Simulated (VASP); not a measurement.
# Zr2In3 (R-3m) in VASP: single point with PBE

Aim: the single point of Zr2In3 with PBE.

Program: VASP 6.6.1. These are calculated values, not measurements. Logs are shortened: lines on timing, memory, paths and dates and some standing lists are left out, and cuts for length are marked.

## (1) The cell of the first run

Symmetry: R-3m, No. 166, trigonal system. Conventional cell: a = 5.909 Å, b = 5.909 Å, c = 11.988 Å, α = 90.00°, β = 90.00°, γ = 120.00°. Zr (site symmetry 3m) has 4 Zr at 2.84 to 3.60 Å and 9 In at 3.09 to 3.28 Å within 3.7 Å. Within 3.9 Å of In (site symmetry 2/m) lie 4 In at 2.95 Å and 6 Zr at 3.09 to 3.28 Å.

The cell was generated, and may not be a known phase.

## (2) Single point, PBE, collinear spin

INCAR

```
PREC     = Accurate       # precision mode
ENCUT    = 500            # plane-wave cutoff, eV
EDIFF    = 1E-6           # SCF threshold, eV
ISMEAR   = 0              # smearing method
SIGMA    = 0.1            # smearing width, eV
LREAL    = F              # projectors in reciprocal space
LASPH    = T              # aspherical terms in the spheres
NELM     = 200            # most SCF steps
ALGO     = Normal         # electronic algorithm
ISIF     = 2              # what is computed and relaxed
LWAVE    = F              # write WAVECAR
LCHARG   = F              # write CHGCAR
ISPIN    = 2              # spin polarisation
MAGMOM   = 0.29 0.29 0 0 0 # initial moments
LORBIT   = 11             # projections on sites
LMAXMIX  = 4              # l up to which the mixer works
GGA      = PE             # functional
NBANDS   = 44             # bands
GGA_COMPAT= F
```

KPOINTS

```
Automatic mesh
0
Gamma
  6 6 6
```

POSCAR

```
Zr2In3
1.0
    2.9545387819      1.7058037611      3.9960282899
   -2.9545387819      1.7058037611      3.9960282899
    0.0000000000     -3.4116075222      3.9960282899
Zr In
2 3
Direct
    0.8817209224      0.8817209224      0.8817209224
    0.1182790776      0.1182790776      0.1182790776
    0.5000000000      0.0000000000      0.5000000000
    0.5000000000      0.5000000000      0.0000000000
    0.0000000000      0.5000000000      0.5000000000
```

Potentials or basis: VASP PAW PBE potentials, release 64 (Zr_sv, In_d).

Launch:

```bash
cat potpaw_PBE.64/Zr_sv/POTCAR potpaw_PBE.64/In_d/POTCAR > POTCAR
mpirun -np 1 vasp_std > vasp.out
```

OUTCAR:

```text
PREC = Accurate
   ENCUT = 500
   EDIFF = 1E-6
   ISMEAR = 0
   LREAL = F
   LASPH = T
   NELM = 200
   ISIF = 2
   ISPIN = 2
   LORBIT = 11
   GGA = PE

 ion  position               nearest neighbor table
   1  0.882  0.882  0.882-   2 2.84   3 3.09   5 3.09   4 3.09   4 3.28   4 3.28   3 3.28   5 3.28
                             3 3.28   5 3.28   2 3.60   2 3.60   2 3.60
   2  0.118  0.118  0.118-   1 2.84   3 3.09   5 3.09   4 3.09   4 3.28   4 3.28   3 3.28   5 3.28
                             3 3.28   5 3.28   1 3.60   1 3.60   1 3.60
   3  0.500  0.000  0.500-   5 2.95   5 2.95   4 2.95   4 2.95   1 3.09   2 3.09   2 3.28   1 3.28
                             1 3.28   2 3.28
   4  0.500  0.500  0.000-   3 2.95   5 2.95   3 2.95   5 2.95   1 3.09   2 3.09   1 3.28   2 3.28
                             1 3.28   2 3.28
   5  0.000  0.500  0.500-   3 2.95   3 2.95   4 2.95   4 2.95   1 3.09   2 3.09   1 3.28   2 3.28
                             1 3.28   2 3.28

  LATTYP: Found a trigonal (rhomboedric) cell.
 ALAT       =     5.2542656936
 COS(alpha) =     0.3676095170

  Lattice vectors:

 A1 = (   2.9545387819,   1.7058037611,   3.9960282899)
 A2 = (  -2.9545387819,   1.7058037611,   3.9960282899)
 A3 = (   0.0000000000,  -3.4116075222,   3.9960282899)

Analysis of symmetry for initial positions (statically):
=====================================================================
 Subroutine PRICEL returns:
 Original cell was already a primitive cell.

 Routine SETGRP: Setting up the symmetry group for a
 trigonal (rhombohedral) supercell.

 Subroutine GETGRP returns: Found 12 space group operations
 (whereof 12 operations were pure point group operations)
 out of a pool of 12 trial point group operations.

The static configuration has the point symmetry D_3d.

Analysis of symmetry for dynamics (positions and initial velocities):
=====================================================================
 Subroutine PRICEL returns:
 Original cell was already a primitive cell.

 Routine SETGRP: Setting up the symmetry group for a
 trigonal (rhombohedral) supercell.

 Subroutine GETGRP returns: Found 12 space group operations
 (whereof 12 operations were pure point group operations)
 out of a pool of 12 trial point group operations.

The dynamic configuration has the point symmetry D_3d.

Analysis of structural, dynamic, and magnetic symmetry:
=====================================================================
 Subroutine PRICEL returns:
 Original cell was already a primitive cell.

 Routine SETGRP: Setting up the symmetry group for a
 trigonal (rhombohedral) supercell.

 Subroutine GETGRP returns: Found 12 space group operations
 (whereof 12 operations were pure point group operations)
 out of a pool of 12 trial point group operations.

The overall configuration has the point symmetry D_3d.

 Subroutine INISYM returns: Found 12 space group operations
 (whereof 12 operations are pure point group operations),
 and found     1 'primitive' translations

----------------------------------------------------------------------------------------

                                     Primitive cell

  volume of cell :     120.8366

  direct lattice vectors                    reciprocal lattice vectors
     2.954538782  1.705803761  3.996028290     0.169231151  0.097705651  0.083416160
    -2.954538782  1.705803761  3.996028290    -0.169231151  0.097705651  0.083416160
     0.000000000 -3.411607522  3.996028290     0.000000000 -0.195411302  0.083416160

  length of vectors
     5.254265694  5.254265694  5.254265694     0.212470780  0.212470780  0.212470780

  position of ions in fractional coordinates (direct lattice)
     0.881720922  0.881720922  0.881720922
     0.118279078  0.118279078  0.118279078
     0.500000000  0.000000000  0.500000000
     0.500000000  0.500000000  0.000000000
     0.000000000  0.500000000  0.500000000

  ion indices of the primitive-cell ions
   primitive index   ion index
                 1           1
                 2           2
                 3           3
                 4           4
                 5           5

----------------------------------------------------------------------------------------

 KPOINTS: Automatic mesh

Automatic generation of k-mesh.
[... 23 lines left out ...]
  0.000000  0.000000  0.000000      1.000000
  0.166667  0.000000  0.000000      6.000000
  0.333333  0.000000  0.000000      6.000000
  0.500000  0.000000 -0.000000      3.000000
  0.166667  0.166667  0.000000      6.000000
  0.333333  0.166667 -0.000000     12.000000
[... 16 lines left out ...]
  0.500000  0.500000  0.166667      6.000000
 -0.333333  0.500000  0.166667     12.000000
 [... further k-points ...]
   k-points           NKPTS =     32   k-points in BZ     NKDIM =     32   number of bands    NBANDS=     44
   number of dos      NEDOS =    301   number of ions     NIONS =      5
   total plane-waves  NPLWV =  64000
   dimension x,y,z NGX =    40 NGY =   40 NGZ =   40
   dimension x,y,z NGXF=    80 NGYF=   80 NGZF=   80
   ions per type =               2   3
   NGX,Y,Z   is equivalent  to a cutoff of  12.66, 12.66, 12.66 a.u.
   NGXF,Y,Z  is equivalent  to a cutoff of  25.31, 25.31, 25.31 a.u.
 SYSTEM =  unknown system
   PREC   = accura    normal or accurate (medium, high low for compatibility)
   ISTART =      0    job   : 0-new  1-cont  2-samecut
   ICHARG =      2    charge: 1-file 2-atom 10-const
   ISPIN  =      2    spin polarized calculation?
   LNONCOLLINEAR =      F non collinear calculations
   LSORBIT =      F    spin-orbit coupling
   LASPH  =      T    aspherical Exc in radial PAW
   ENCUT  =  500.0 eV  36.75 Ry    6.06 a.u.   9.58  9.58  9.58*2*pi/ulx,y,z
   NELM   =    200;   NELMIN=  2; NELMDL= -5     # of ELM steps
   EDIFF  = 0.1E-05   stopping-criterion for ELM
   LREAL  =      F    real-space projection
[... 7 lines left out ...]
   TEBEG  =    0.0;   TEEND  =   0.0 temperature during run
   PSTRESS=    0.0 pullay stress
   NELECT =      63.0000    total number of electrons
   NUPDOWN=      -1.0000    fix difference up-down
   EMIN   =  10.00;   EMAX   =-10.00  energy-range for DOS
   EFERMI =   0.00;   METHOD = LEGACY
   ISMEAR =     0;   SIGMA  =   0.10  broadening in eV -4-tet -1-fermi 0-gaus
   EFERMI_NEDOS =   21; number of points for ismear=-14 and -15
   IALGO  =     38    algorithm
   IMIX   =      4    mixing-type and parameters
     AMIX     =   0.40;   BMIX     =  1.00
     AMIX_MAG =   1.60;   BMIX_MAG =  1.00
  volume/ion in A,a.u.               =      24.17       163.09
  Fermi-wavevector in a.u.,A,eV,Ry     =   1.317616  2.489933 23.621233  1.736112
  Thomas-Fermi vector in A             =   2.447644
   LORBIT       =     11    0 simple, 1 ext, 2 COOP (PROOUT), +10 PAW based schemes
   GGA     = PE    functional components
   LHFCALC =     F    Hartree Fock is set to
   AEXX    =    0.0000 exact exchange contribution
   IVDW    =     0    specifies the selected vdW correction
   LEPSILON=     F    determine dielectric tensor
   LRPA    =     F    only Hartree local field effects (RPA)
 spin polarized calculation
 Gauss-broadening in eV      SIGMA  =   0.10
  energy-cutoff  :      500.00
  volume of cell :      120.84
 maximum number of plane-waves:      3086
 NGX is ok and might be reduce to    40
   NGX = 19   NGY = 19   NGZ = 19

 number of electron      63.0000034 magnetization       0.7923297

 Free energy of the ion-electron system (eV)
  ---------------------------------------------------
  ext. energy  EPLUGINS =         0.00000000
  ---------------------------------------------------
  free energy    TOTEN  =       -24.88526976 eV

  energy without entropy =      -24.86657715  energy(sigma->0) =      -24.87592345

 E-fermi :   8.3011     XC(G=0): -10.6861

 val. band max:        8.2895312255   @ k =   0.3333   0.3333   0.0000
 cond. band min:       8.3080815694   @ k =  -0.3333   0.1667   0.0000
 fundamental gap:      0.0185503439
 Fermi energy:         8.3010606657

 spin component 1

 k-point     1 :       0.0000    0.0000    0.0000
  band No.  band energies     occupation
      1     -40.8116      1.00000
      2     -40.7006      1.00000
      3     -19.2515      1.00000
      4     -18.7967      1.00000
      5     -18.7967      1.00000
      6     -18.7916      1.00000
[... 1093 lines left out ...]
     42      13.7088      0.00000
     43      14.3907      0.00000

 [... further k-points ...]

 spin component 2

 k-point     1 :       0.0000    0.0000    0.0000
  band No.  band energies     occupation
      1     -40.6331      1.00000
      2     -40.5300      1.00000
      3     -18.8858      1.00000
      4     -18.6534      1.00000
      5     -18.6534      1.00000
      6     -18.6446      1.00000
[... 1093 lines left out ...]
     42      13.7430      0.00000
     43      14.4989      0.00000

 [... further k-points ...]

 [bands above 43 left out]

------------------------ aborting loop because EDIFF is reached ----------------------------------------

  FORCE on cell =-STRESS in cart. coord.  units (eV):
  Direction    XX          YY          ZZ          XY          YZ          ZX
  --------------------------------------------------------------------------------------
  -------------------------------------------------------------------------------------
  Total        0.0016152      0.0016152      0.0510479     -0.0000000      0.0000000      0.0000000
  in kB        0.0214165      0.0214165      0.6768466     -0.0000000      0.0000000      0.0000000
  external PRESSURE =       0.2398932 kB  Pullay stress =       0.0000000 kB

 VOLUME and BASIS-vectors are now :
 -----------------------------------------------------------------------------
  energy-cutoff  :      500.00
  volume of cell :      120.84
      direct lattice vectors                 reciprocal lattice vectors
     2.954538782  1.705803761  3.996028290     0.169231151  0.097705651  0.083416160
    -2.954538782  1.705803761  3.996028290    -0.169231151  0.097705651  0.083416160
     0.000000000 -3.411607522  3.996028290     0.000000000 -0.195411302  0.083416160

 POSITION                                       TOTAL-FORCE (eV/Angst)
 -----------------------------------------------------------------------------------
      0.00000      0.00000     10.57015        -0.000000      0.000000     -0.006278
      0.00000      0.00000      1.41794        -0.000000     -0.000000      0.006278
      1.47727     -0.85290      3.99603        -0.000000      0.000000      0.000000
      0.00000      1.70580      3.99603        -0.000000      0.000000     -0.000000
     -1.47727     -0.85290      3.99603         0.000000      0.000000      0.000000
 -----------------------------------------------------------------------------------
    total drift:                                0.000000     -0.000000     -0.000000

  FREE ENERGIE OF THE ION-ELECTRON SYSTEM (eV)
  ---------------------------------------------------
  free  energy   TOTEN  =       -24.8852697581 eV

  energy  without entropy=      -24.8665771467  energy(sigma->0) =      -24.87592345

 total charge

# of ion       s       p       d       tot
------------------------------------------
    1        2.162   5.949   1.661   9.772
    2        2.162   5.949   1.661   9.772
    3        0.887   0.766   9.850  11.503
    4        0.887   0.766   9.850  11.503
    5        0.887   0.766   9.850  11.503
--------------------------------------------------
tot          6.984  14.195  32.873  54.052

 magnetization (x)

# of ion       s       p       d       tot
------------------------------------------
    1        0.013   0.012   0.270   0.296
    2        0.013   0.012   0.270   0.296
    3       -0.004  -0.014   0.002  -0.017
    4       -0.004  -0.014   0.002  -0.017
    5       -0.004  -0.014   0.002  -0.017
--------------------------------------------------
tot          0.013  -0.018   0.546   0.541
```

Run time: 10 min. Hardware: 1 thread of Intel Xeon 8259CL, shared host; peak memory 0.43 GiB.

What came out:

| Item | Value |
| --- | --- |
| Free energy | -24.8853 eV |
| Pressure | 0.0 GPa |
| Largest force | 0.006 eV/Å |
| Net moment | 0.79 μB per cell |
| Site moments | Zr +0.30; In -0.02 μB |
| Valence electrons inside the program's atomic spheres | Zr 9.77; In 11.50 |

Forces in eV/Å, atoms in the order of the input:
```
Zr   0.000  0.000 -0.006
Zr   0.000  0.000  0.006
In   0.000  0.000  0.000
In   0.000  0.000  0.000
In   0.000  0.000  0.000
```

Levels at points of the mesh, in eV from the Fermi level:
Spin up:
```tsv
k point	band 29	band 30	band 31	band 32	band 33	band 34	band 35	band 36
(0.00, 0.00, 0.00)	-2.82	-0.95	-0.95	-0.70	-0.07	1.98	1.98	2.09
(0.50, 0.00, 0.00)	-1.09	-0.96	-0.30	-0.24	0.12	1.29	1.31	2.22
(0.50, 0.50, 0.00)	-1.52	-0.46	-0.45	-0.23	0.34	0.75	1.47	1.74
(0.50, 0.50, 0.50)	-2.12	-2.12	-1.12	-0.75	-0.75	2.24	2.24	2.53
```
Spin down:
| k point | band 30 | band 31 | band 32 | band 33 | band 34 | band 35 |
| --- | --- | --- | --- | --- | --- | --- |
| (0.00, 0.00, 0.00) | -0.89 | -0.89 | -0.02 | 0.16 | 2.11 | 2.11 |
| (0.50, 0.00, 0.00) | -0.44 | -0.19 | -0.12 | 0.50 | 1.42 | 1.58 |
| (0.50, 0.50, 0.00) | -0.22 | -0.16 | 0.27 | 0.49 | 0.95 | 1.63 |
| (0.50, 0.50, 0.50) | -2.01 | -0.58 | -0.58 | -0.13 | 2.36 | 2.36 |

Caveat: a moment this small can come from the mesh or the smearing; spin-orbit coupling is left out, which moves the levels of the heavy elements.
